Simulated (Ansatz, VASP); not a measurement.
One calculation of Li3SiN2, two programs

```
Li Si N
1.0
     3.06497    0.00000    0.00000
     0.00000    3.06497    0.00000
     0.00000    0.00000    7.12155
Li Si N
3 1 2
Direct
  0.00000 0.00000 0.80217
  0.00000 0.00000 0.19783
  0.00000 0.00000 0.50000
  0.50000 0.50000 0.00000
  0.50000 0.50000 0.23621
  0.50000 0.50000 0.76379
```

Change from the starting cell: species swapped into the Li3Tl2Cd type (P4/mmm, No. 123).

Alike in both runs: functional PBE; k mesh 6 × 6 × 4; occupations gaussian, width 0.1 eV; no spin polarisation.

Ansatz relaxed the structure, and its values are those at the end. VASP's run is a single point on that final structure, the one shown.

|  | VASP | Ansatz |
| --- | --- | --- |
| version | VASP 6.6.1 | Ansatz 0.2.0 |
| potentials or method | VASP PAW PBE potentials, release 64 (Li_sv, Si, N), cutoff 520 eV | scalar-relativistic, plane waves, PAW |
| valence electrons in the cell | 23 | 23 |

```tsv
	VASP	Ansatz	Ansatz less VASP
gap on the k mesh at the Fermi level (eV)	none	none	-
rms of the force components (eV/Å)	0.008	0.004	-0.0036
```

A gap of «none» marks a metal or a gap that the smearing closes. The functional is the same, so the differences come from potentials, cutoffs and numerics.

Noted on VASP's run: the cutoff is short for stress, so the pressure is rough.
